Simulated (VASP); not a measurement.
# TiAl2 in VASP: a series of runs

Runs on TiAl2. Level: PBEsol. Tasks: single point.

Everything below comes from runs of VASP 6.6.1. Logs are shortened: lines on timing, memory, paths and dates and some standing lists are left out, and cuts for length are marked.

### 1 The cell of the first run

The cell holds a slab with vacuum, 12 atoms: a = 3.901 Å, b = 3.972 Å, c = 25.170 Å, α = 90.00°, β = 90.00°, γ = 90.00°.

### 2 Single point, PBEsol

The input, INCAR:

```
ALGO = Normal
DIPOL = 0.5 0.5 0.497
EDIFF = 1E-7
EFIELD = 0.3
ENCUT = 520
GGA = PS
IDIPOL = 3
ISIF = 2
ISMEAR = 0
LASPH = T
LCHARG = T
LDIPOL = T
LELF = T
LREAL = F
LVACPOTAV = T
LVHAR = T
LWAVE = F
NBANDS = 48
NELM = 80
PREC = Accurate
SIGMA = 0.1
```

The input, KPOINTS:

```
k-points
0
Gamma
  9 9 1
```

The input, POSCAR:

```
TiAl2
1.0
    3.9006678799      0.0000000000      0.0000000000
    0.0000000000      3.9724249773      0.0000000000
    0.0000000000      0.0000000000     25.1697036736
Al Ti
8 4
Direct
    0.5000000000      0.0000000000      0.2979772864
    0.0000000000      0.5000000000      0.2979772864
    0.5000000000      0.5000000000      0.3807725326
    0.0000000000      0.5000000000      0.4546078495
    0.0000000000      0.0000000000      0.5374030957
    0.5000000000      0.5000000000      0.5374030957
    0.0000000000      0.5000000000      0.6201983419
    0.5000000000      0.5000000000      0.6940336588
    0.0000000000      0.0000000000      0.3727834778
    0.5000000000      0.0000000000      0.4625969043
    0.5000000000      0.0000000000      0.6122092870
    0.0000000000      0.0000000000      0.7020227136
```

Potentials or basis: VASP PAW PBE potentials, release 64 (Al, Ti_sv).

On the command line:

```sh
$ cat potpaw_PBE.64/Al/POTCAR potpaw_PBE.64/Ti_sv/POTCAR > POTCAR
$ mpirun -np 1 vasp_std > vasp.out
```

OUTCAR:

```text
EDIFF = 1E-7
   ENCUT = 520
   GGA = PS
   ISIF = 2
   ISMEAR = 0
   LASPH = T
   LREAL = F
   NELM = 80
   PREC = Accurate

 ion  position               nearest neighbor table
   1  0.500  0.000  0.298-   9 2.71   9 2.71   2 2.78   2 2.78   2 2.78   2 2.78   3 2.88   3 2.88

   2  0.000  0.500  0.298-   9 2.74   9 2.74   1 2.78   1 2.78   1 2.78   1 2.78   3 2.85   3 2.85

   3  0.500  0.500  0.381-   4 2.69   4 2.69   9 2.79   9 2.79   9 2.79   9 2.79   2 2.85   2 2.85
                            10 2.86  10 2.86   1 2.88   1 2.88
   4  0.000  0.500  0.455-   3 2.69   3 2.69  10 2.79  10 2.79  10 2.79  10 2.79   6 2.85   6 2.85
                             9 2.86   9 2.86   5 2.88   5 2.88
   5  0.000  0.000  0.537-  11 2.71  11 2.71  10 2.71  10 2.71   6 2.78   6 2.78   6 2.78   6 2.78
                             7 2.88   4 2.88   4 2.88   7 2.88
   6  0.500  0.500  0.537-  11 2.74  11 2.74  10 2.74  10 2.74   5 2.78   5 2.78   5 2.78   5 2.78
                             4 2.85   7 2.85   7 2.85   4 2.85
   7  0.000  0.500  0.620-   8 2.69   8 2.69  11 2.79  11 2.79  11 2.79  11 2.79   6 2.85   6 2.85
                            12 2.86  12 2.86   5 2.88   5 2.88
   8  0.500  0.500  0.694-   7 2.69   7 2.69  12 2.79  12 2.79  12 2.79  12 2.79  11 2.86  11 2.86

   9  0.000  0.000  0.373-   1 2.71   1 2.71   2 2.74   2 2.74   3 2.79   3 2.79   3 2.79   3 2.79
                             4 2.86   4 2.86
  10  0.500  0.000  0.463-   5 2.71   5 2.71   6 2.74   6 2.74   4 2.79   4 2.79   4 2.79   4 2.79
                             3 2.86   3 2.86
  11  0.500  0.000  0.612-   5 2.71   5 2.71   6 2.74   6 2.74   7 2.79   7 2.79   7 2.79   7 2.79
                             8 2.86   8 2.86
  12  0.000  0.000  0.702-   8 2.79   8 2.79   8 2.79   8 2.79   7 2.86   7 2.86

  LATTYP: Found a simple orthorhombic cell.
 ALAT       =     3.9006678799
 B/A-ratio  =     1.0183961054
 C/A-ratio  =     6.4526651457

  Lattice vectors:

 A1 = (   3.9006678799,   0.0000000000,   0.0000000000)
 A2 = (   0.0000000000,   3.9724249773,   0.0000000000)
 A3 = (   0.0000000000,   0.0000000000,  25.1697036736)

Analysis of symmetry for initial positions (statically):
=====================================================================
 Subroutine PRICEL returns:
 Original cell was already a primitive cell.

 Routine SETGRP: Setting up the symmetry group for a
 simple orthorhombic supercell.

 Subroutine GETGRP returns: Found  4 space group operations
 (whereof  4 operations were pure point group operations)
 out of a pool of  8 trial point group operations.

The static configuration has the point symmetry C_2v.

Analysis of symmetry for dynamics (positions and initial velocities):
=====================================================================
 An external electric field (EFIELD) may reduce the allowed symmetry operations
 Subroutine PRICEL returns:
 Original cell was already a primitive cell.

 Routine SETGRP: Setting up the symmetry group for a
 simple orthorhombic supercell.

 Subroutine GETGRP returns: Found  4 space group operations
 (whereof  4 operations were pure point group operations)
 out of a pool of  8 trial point group operations.

The dynamic configuration has the point symmetry C_2v.

 Subroutine INISYM returns: Found  4 space group operations
 (whereof  4 operations are pure point group operations),
 and found     1 'primitive' translations

----------------------------------------------------------------------------------------

                                     Primitive cell

  volume of cell :     390.0073

  direct lattice vectors                    reciprocal lattice vectors
     3.900667880  0.000000000  0.000000000     0.256366353  0.000000000  0.000000000
     0.000000000  3.972424977  0.000000000     0.000000000  0.251735402  0.000000000
     0.000000000  0.000000000 25.169703674     0.000000000  0.000000000  0.039730305

  length of vectors
     3.900667880  3.972424977 25.169703674     0.256366353  0.251735402  0.039730305

  position of ions in fractional coordinates (direct lattice)
     0.500000000  0.000000000  0.297977286
     0.000000000  0.500000000  0.297977286
     0.500000000  0.500000000  0.380772533
     0.000000000  0.500000000  0.454607850
     0.000000000  0.000000000  0.537403096
     0.500000000  0.500000000  0.537403096
[... 35 lines left out ...]
     0.000000000  0.000000000  0.039730305     0.000000000  0.000000000  1.000000000

  Length of vectors
     0.028485150  0.027970600  0.039730305

  Shift w.r.t. Gamma in fractional coordinates (k-lattice)
     0.000000000  0.000000000  0.000000000

 Subroutine IBZKPT returns following result:
 ===========================================

 Found     25 irreducible k-points:

 Following reciprocal coordinates:
            Coordinates               Weight
  0.000000  0.000000  0.000000      1.000000
  0.111111  0.000000  0.000000      2.000000
  0.222222  0.000000  0.000000      2.000000
  0.333333  0.000000  0.000000      2.000000
  0.444444  0.000000  0.000000      2.000000
  0.000000  0.111111  0.000000      2.000000
[... 16 lines left out ...]
  0.222222  0.444444  0.000000      4.000000
  0.333333  0.444444  0.000000      4.000000
   k-points           NKPTS =     25   k-points in BZ     NKDIM =     25   number of bands    NBANDS=     48
   number of dos      NEDOS =    301   number of ions     NIONS =     12
   total plane-waves  NPLWV = 172800
   dimension x,y,z NGX =    30 NGY =   30 NGZ =  192
   dimension x,y,z NGXF=    60 NGYF=   60 NGZF=  384
   ions per type =               8   4
   NGX,Y,Z   is equivalent  to a cutoff of  12.79, 12.55, 12.68 a.u.
   NGXF,Y,Z  is equivalent  to a cutoff of  25.57, 25.11, 25.36 a.u.
 SYSTEM =  unknown system
   PREC   = accura    normal or accurate (medium, high low for compatibility)
   ISTART =      0    job   : 0-new  1-cont  2-samecut
   ICHARG =      2    charge: 1-file 2-atom 10-const
   ISPIN  =      1    spin polarized calculation?
   LNONCOLLINEAR =      F non collinear calculations
   LSORBIT =      F    spin-orbit coupling
   LASPH  =      T    aspherical Exc in radial PAW
   ENCUT  =  520.0 eV  38.22 Ry    6.18 a.u.   7.25  7.39 46.80*2*pi/ulx,y,z
   NELM   =     80;   NELMIN=  2; NELMDL= -5     # of ELM steps
   EDIFF  = 0.1E-06   stopping-criterion for ELM
   LREAL  =      F    real-space projection
   EDIFFG = 0.1E-05   stopping-criterion for IOM
   NSW    =      0    number of steps for IOM
   IBRION =     -1    ionic relax: 0-MD 1-quasi-New 2-CG
   NFREE  =      0    steps in history (QN), initial steepest desc. (CG)
   ISIF   =      2    stress and relaxation
   ISYM   =      2    0-nonsym 1-usesym 2-fastsym
   POTIM  = 0.5000    time-step for ionic-motion
   TEBEG  =    0.0;   TEEND  =   0.0 temperature during run
   PSTRESS=    0.0 pullay stress
   NELECT =      72.0000    total number of electrons
   NUPDOWN=      -1.0000    fix difference up-down
   EMIN   =  10.00;   EMAX   =-10.00  energy-range for DOS
   EFERMI =   0.00;   METHOD = LEGACY
   ISMEAR =     0;   SIGMA  =   0.10  broadening in eV -4-tet -1-fermi 0-gaus
   EFERMI_NEDOS =   21; number of points for ismear=-14 and -15
   IALGO  =     38    algorithm
   IMIX   =      4    mixing-type and parameters
     AMIX     =   0.40;   BMIX     =  1.00
     AMIX_MAG =   1.60;   BMIX_MAG =  1.00
  volume/ion in A,a.u.               =      32.50       219.32
  Fermi-wavevector in a.u.,A,eV,Ry     =   0.932169  1.761544 11.822638  0.868939
  Thomas-Fermi vector in A             =   2.058739
   LORBIT       =      0    0 simple, 1 ext, 2 COOP (PROOUT), +10 PAW based schemes
   GGA     = PS    functional components
   LHFCALC =     F    Hartree Fock is set to
   AEXX    =    0.0000 exact exchange contribution
   IVDW    =     0    specifies the selected vdW correction
   LEPSILON=     F    determine dielectric tensor
   LRPA    =     F    only Hartree local field effects (RPA)
 non-spin polarized calculation
 Gauss-broadening in eV      SIGMA  =   0.10
  energy-cutoff  :      520.00
  volume of cell :      390.01
 maximum number of plane-waves:     10565
 NGX is ok and might be reduce to    30
   NGX = 15   NGY = 15   NGZ = 93

 dipolmoment           0.000000      0.000000     -0.130053 electrons x Angstroem

 number of electron      71.9999991 magnetization

 dipolmoment           0.000000      0.000000      0.311537 electrons x Angstroem

 Free energy of the ion-electron system (eV)
  ---------------------------------------------------
  ext. energy  EPLUGINS =         0.00000000
  ---------------------------------------------------
  free energy    TOTEN  =       -67.64388870 eV

  energy without entropy =      -67.61169295  energy(sigma->0) =      -67.62779082

 E-fermi :   1.9841     XC(G=0):  -6.1179

 val. band max:        1.9756507167   @ k =   0.2222   0.1111   0.0000
 cond. band min:       1.9855611897   @ k =   0.1111   0.1111   0.0000
 fundamental gap:      0.0099104731
 Fermi energy:         1.9841139306

 k-point     1 :       0.0000    0.0000    0.0000
  band No.  band energies     occupation
      1     -54.9030      2.00000
      2     -54.4196      2.00000
      3     -54.4188      2.00000
      4     -54.3826      2.00000
      5     -31.4337      2.00000
      6     -31.1924      2.00000
[... 1213 lines left out ...]
     47       3.6910      0.00000
     48       3.8069      0.00000

 [... further k-points ...]

------------------------ aborting loop because EDIFF is reached ----------------------------------------

  FORCE on cell =-STRESS in cart. coord.  units (eV):
  Direction    XX          YY          ZZ          XY          YZ          ZX
  --------------------------------------------------------------------------------------
  -------------------------------------------------------------------------------------
  Total       -4.8043958     -3.9600047      0.2737035      0.0000000      0.0000000      0.0000000
  in kB      -19.7367926    -16.2679752      1.1243930      0.0000000      0.0000000      0.0000000
  external PRESSURE =     -11.6267916 kB  Pullay stress =       0.0000000 kB

 VOLUME and BASIS-vectors are now :
 -----------------------------------------------------------------------------
  energy-cutoff  :      520.00
  volume of cell :      390.01
      direct lattice vectors                 reciprocal lattice vectors
     3.900667880  0.000000000  0.000000000     0.256366353  0.000000000  0.000000000
     0.000000000  3.972424977  0.000000000     0.000000000  0.251735402  0.000000000
     0.000000000  0.000000000 25.169703674     0.000000000  0.000000000  0.039730305

 POSITION                                       TOTAL-FORCE (eV/Angst)
 -----------------------------------------------------------------------------------
      1.95033      0.00000      7.50000         0.000000      0.000000     -0.162065
      0.00000      1.98621      7.50000         0.000000      0.000000     -0.163681
      1.95033      1.98621      9.58393         0.000000      0.000000     -0.126492
      0.00000      1.98621     11.44234         0.000000      0.000000     -0.025179
      0.00000      0.00000     13.52628         0.000000      0.000000     -0.045230
      1.95033      1.98621     13.52628         0.000000      0.000000     -0.075403
      0.00000      1.98621     15.61021         0.000000      0.000000      0.324863
      1.95033      1.98621     17.46862         0.000000      0.000000      0.273285
      0.00000      0.00000      9.38285         0.000000      0.000000      0.358290
      1.95033      0.00000     11.64343         0.000000      0.000000     -0.029784
      1.95033      0.00000     15.40913         0.000000      0.000000      0.487917
      0.00000      0.00000     17.66970         0.000000      0.000000     -0.816520
 -----------------------------------------------------------------------------------
    total drift:                                0.000000     -0.000000     -0.000260

  FREE ENERGIE OF THE ION-ELECTRON SYSTEM (eV)
  ---------------------------------------------------
  free  energy   TOTEN  =       -67.6438886955 eV

  energy  without entropy=      -67.6116929523  energy(sigma->0) =      -67.62779082
```

It took 25 min on 1 thread of Intel Xeon Platinum 8259CL at 2.50GHz (Skylake/Cascade Lake), shared host; peak memory 0.64 GiB.

Results:

```
Free energy            : -67.6439 eV
Largest force          : 0.817 eV/Å
Band gap on the k mesh : zero (bands 36 and 37 overlap by 0.80 eV)
```

Forces on the atoms (eV/Å):
```
Al   0.000  0.000 -0.162
Al   0.000  0.000 -0.164
Al   0.000  0.000 -0.126
Al   0.000  0.000 -0.025
Al   0.000  0.000 -0.045
Al   0.000  0.000 -0.075
Al   0.000  0.000  0.325
Al   0.000  0.000  0.273
Ti   0.000  0.000  0.358
Ti   0.000  0.000 -0.030
Ti   0.000  0.000  0.488
Ti   0.000  0.000 -0.817
```

Caveat: the PAW data sets were made with another functional, which shifts forces and pressure a little.

### 3 Single point, PBEsol

The input, INCAR:

```
ALGO = Normal ; DIPOL = 0.5 0.5 0.497
EDIFF = 1E-6 ; ENCUT = 520
GGA = PS ; IDIPOL = 3
ISIF = 2 ; ISMEAR = 1
LASPH = T ; LCHARG = F
LDIPOL = T ; LREAL = F
LWAVE = F ; NBANDS = 48
NELM = 80 ; PREC = Accurate
SIGMA = 0.2
```

KPOINTS is that of step 2.

POSCAR is that of step 2.

Potentials or basis: VASP PAW PBE potentials, release 64 (Al, Ti_sv).

On the command line:

```sh
$ cat potpaw_PBE.64/Al/POTCAR potpaw_PBE.64/Ti_sv/POTCAR > POTCAR
$ mpirun -np 1 vasp_std > vasp.out
```

Run time: 23 min. Hardware: 1 thread of Intel Xeon Platinum 8259CL at 2.50GHz (Skylake/Cascade Lake), shared host; peak memory 0.64 GiB.

It converged, with:

| Quantity | Value |
| --- | --- |
| Free energy | -67.5845 eV |
| Largest force | 0.793 eV/Å |
| Band gap on the k mesh | zero (bands 36 and 37 overlap by 0.80 eV) |

Forces in eV/Å, atoms in the order of the input:
```
Al   0.000  0.000 -0.163
Al   0.000  0.000 -0.169
Al   0.000  0.000 -0.128
Al   0.000  0.000 -0.025
Al   0.000  0.000 -0.043
Al   0.000  0.000 -0.082
Al   0.000  0.000  0.328
Al   0.000  0.000  0.249
Ti   0.000  0.000  0.379
Ti   0.000  0.000 -0.042
Ti   0.000  0.000  0.490
Ti   0.000  0.000 -0.793
```

Levels at points of the mesh, in eV from the Fermi level:
```tsv
k point	band 34	band 35	band 36	band 37	band 38	band 39
(0.00, 0.00, 0.00)	-0.62	-0.51	-0.42	0.31	0.35	0.39
```

Caveat: the PAW data sets were made with another functional, which shifts forces and pressure a little.
